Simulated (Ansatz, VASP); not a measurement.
# Ga3Se in VASP and in Ansatz

```
CELL_PARAMETERS angstrom
4.40843 0.00000 0.00000
0.00000 4.40843 0.00000
0.00000 0.00000 4.40843
ATOMIC_POSITIONS crystal
Ga 0.00000 0.50000 0.50000
Ga 0.50000 0.00000 0.50000
Ga 0.50000 0.50000 0.00000
Se 0.00000 0.00000 0.00000
```

Alike in both runs: functional PBE; k mesh 10 × 10 × 10; occupations gaussian, width 0.1 eV; no spin polarisation.

Ansatz relaxed the structure, and its values are those at the end. VASP's run is a single point on that final structure, the one shown.

```csv
,VASP,Ansatz
version,VASP 6.6.1,Ansatz 0.2.0
potentials or method,"VASP PAW PBE potentials, release 64 (Ga_d, Se), cutoff 520 eV","scalar-relativistic, plane waves, PAW"
valence electrons in the cell,45,55
```

```csv
,VASP,Ansatz,Ansatz less VASP
gap on the k mesh at the Fermi level (eV),none,none,-
pressure (GPa),0.2,0.0,-0.17
```

A gap of «none» marks a metal or a gap that the smearing closes. The functional is the same, so the differences come from potentials, cutoffs and numerics. VASP's potentials hold 45 valence electrons a cell and Ansatz's 55, so a difference there can come from the potentials and not from the codes.
